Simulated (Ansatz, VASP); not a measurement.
## H3C2N: VASP beside Ansatz

```
C N H
1.0
     8.05175    0.00000    0.00000
     0.00000    8.05175    0.00000
     0.00000    0.00000    8.05175
C N H
12 6 18
Cartesian
  3.0658 1.7112 2.6190
  3.8166 2.3145 3.6960
  2.4850 6.1735 3.5130
  2.6543 5.3508 2.3293
  7.0786 4.5550 3.4750
  7.2059 5.2468 2.2058
  6.2405 1.0620 6.8559
  5.0105 0.5753 7.4487
  6.8499 0.7550 2.4829
  6.1720 -0.0566 3.4704
  1.8541 2.7185 6.9454
  1.3118 1.9277 5.8530
  4.4143 2.8176 4.5583
  2.7793 4.6727 1.3927
  7.3174 5.8191 1.1994
  4.0325 0.2127 7.9625
  5.5815 -0.7030 4.2360
  0.8574 1.3072 4.9768
  2.8949 2.4703 1.8440
  3.6082 0.8685 2.1733
  2.1052 1.3621 3.0189
  3.4582 6.5465 3.8667
  1.8288 7.0262 3.2976
  2.0288 5.5816 4.3184
  7.2085 5.2688 4.2996
  6.0787 4.1147 3.5881
  7.8337 3.7608 3.5603
  6.9381 0.2328 6.6942
  6.0165 1.5419 5.8957
  6.7011 1.8085 7.5182
  6.8799 1.8001 2.8150
  7.8711 0.3906 2.3270
  6.2988 0.6749 1.5364
  2.9414 2.5853 7.0001
  1.6344 3.7856 6.8016
  1.4154 2.4002 7.9013
```

Alike in both runs: functional PBE; dispersion D3(BJ); k mesh 1 × 1 × 1; occupations fermi-dirac, width 0.05 eV; no spin polarisation.

Ansatz relaxed the structure, and its values are those at the end. VASP's run is a single point on that final structure, the one shown.

```csv
,VASP,Ansatz
version,VASP 6.6.1,Ansatz 0.2.0
potentials or method,"VASP PAW PBE potentials, release 64 (C, N, H), cutoff 520 eV","scalar-relativistic, plane waves, PAW"
valence electrons in the cell,96,96
```

|  | VASP | Ansatz | Ansatz less VASP |
| --- | --- | --- | --- |
| rms of the force components (eV/Å) | 0.106 | 0.058 | -0.0480 |

One of these differences is far larger than is usual between the two programs; its cause wasn't traced.

Noted on VASP's run: the standard files for N, O and F lose accuracy on very short bonds.
